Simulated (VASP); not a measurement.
Write the native input for VASP 6.6.1 that does the following.

| Quantity | Value |
| --- | --- |
| Task | single point |
| Functional | PBE0 |
| Potentials or basis | VASP PAW PBE potentials, release 64 (Zn, S) |
| Cutoff | 520 eV |
| k mesh | 4 × 4 × 3 |
| Occupations | fermi-dirac, width 0.05 eV |
| Spin | no spin polarisation |
| Dipole correction | no |
| Grid for exact exchange (PRECFOCK) | Normal |
| Further INCAR settings | ALGO = Normal; EDIFF = 1e-06; NBANDS = 26 |
| Share of exact exchange | 0.25 |

The system is ZnS.

```
Zn S
1.0
     3.81100    0.00000    0.00000
    -1.90550    3.30042    0.00000
     0.00000    0.00000    6.23400
Zn S
2 2
Direct
  0.66667 0.33333 0.50000
  0.33333 0.66667 0.00000
  0.66667 0.33333 0.88500
  0.33333 0.66667 0.38500
```

The input as run:

POSCAR

```
ZnS
1.0
    3.8110000000      0.0000000000      0.0000000000
   -1.9055000000      3.3004228138      0.0000000000
    0.0000000000      0.0000000000      6.2340000000
Zn S
2 2
Direct
    0.6666666667      0.3333333333      0.5000000000
    0.3333333333      0.6666666667      0.0000000000
    0.6666666667      0.3333333333      0.8850000000
    0.3333333333      0.6666666667      0.3850000000
```

INCAR.step1

```
ALGO     = Normal         # electronic algorithm
EDIFF    = 1E-5           # SCF threshold, eV
ENCUT    = 520            # plane-wave cutoff, eV
GGA      = PE             # functional
ISIF     = 2              # what is computed and relaxed
ISMEAR   = -1             # smearing method
LASPH    = T              # aspherical terms in the spheres
LCHARG   = F              # write CHGCAR
LREAL    = F              # projectors in reciprocal space
LWAVE    = T              # write WAVECAR
NBANDS   = 26             # bands
NELM     = 60             # most SCF steps
PREC     = Accurate       # precision mode
SIGMA    = 0.05           # smearing width, eV
```

INCAR.step2

```
AEXX     = 0.25           # exact-exchange fraction
ALGO     = Normal         # electronic algorithm
EDIFF    = 1E-6           # SCF threshold, eV
ENCUT    = 520            # plane-wave cutoff, eV
GGA      = PE             # functional
ISIF     = 2              # what is computed and relaxed
ISMEAR   = -1             # smearing method
ISTART   = 1            
LASPH    = T              # aspherical terms in the spheres
LCHARG   = F              # write CHGCAR
LHFCALC  = T              # exact exchange
LREAL    = F              # projectors in reciprocal space
LWAVE    = F              # write WAVECAR
NBANDS   = 26             # bands
NELM     = 60             # most SCF steps
PREC     = Accurate       # precision mode
PRECFOCK = Normal       
SIGMA    = 0.05           # smearing width, eV
```

KPOINTS

```
k-points
0
Gamma
  4 4 3
```

Potentials or basis: VASP PAW PBE potentials, release 64 (Zn, S).

Launch:

```console
$ cat potpaw_PBE.64/Zn/POTCAR potpaw_PBE.64/S/POTCAR > POTCAR
$ cp INCAR.step1 INCAR
$ mpirun -np 1 vasp_std > vasp.out
$ cp INCAR.step2 INCAR
$ mpirun -np 1 vasp_std > vasp.out
```

It gave:

```json
{"Pressure": "1.5 GPa", "Largest force": "0.337 eV/Å", "Band gap on the k mesh": "4.16 eV"}
```

Caveat: the k points lie up to 0.48 Å⁻¹ apart; the PAW data sets were made with another functional, which shifts forces and pressure a little.

It took 24 min on 1 thread of Intel(R) Xeon(R) Platinum 8259CL CPU @ 2.50GHz (Skylake/Cascade Lake), on a shared host, peak memory 0.2 GiB.
